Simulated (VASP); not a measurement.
A run of VASP 6.6.1 is set up as follows.

INCAR

```
  ALGO = Normal
  EDIFF = 1E-7
  ENCUT = 520
  GGA = PE
  ISIF = 2
  ISMEAR = -1
  ISPIN = 2
  LASPH = T
  LCHARG = T
  LELF = T
  LMAXMIX = 6
  LORBIT = 11
  LREAL = F
  LVHAR = T
  LWAVE = F
  MAGMOM = 7 7
  NBANDS = 29
  NELM = 150
  PREC = Accurate
  SIGMA = 0.15
```

Contents of KPOINTS:

```
k-points
0
Gamma
  9 9 5
```

The input POSCAR:

```
Gd
1.0
    3.6360000000      0.0000000000      0.0000000000
   -1.8180000000      3.1488683700      0.0000000000
    0.0000000000      0.0000000000      5.7826000000
Gd
2
Direct
    0.3333333333      0.6666666667      0.2500000000
    0.6666666667      0.3333333333      0.7500000000
```

Potentials or basis: VASP PAW PBE potentials, release 64 (Gd).

Launch:

```sh
$ cat potpaw_PBE.64/Gd/POTCAR > POTCAR
$ mpirun -np 1 vasp_std > vasp.out
```

(1) Predict the pressure.

(2) What does it give for the site moments?

## Answers

(1) 1.0 GPa.

(2) Gd +6.92 μB.
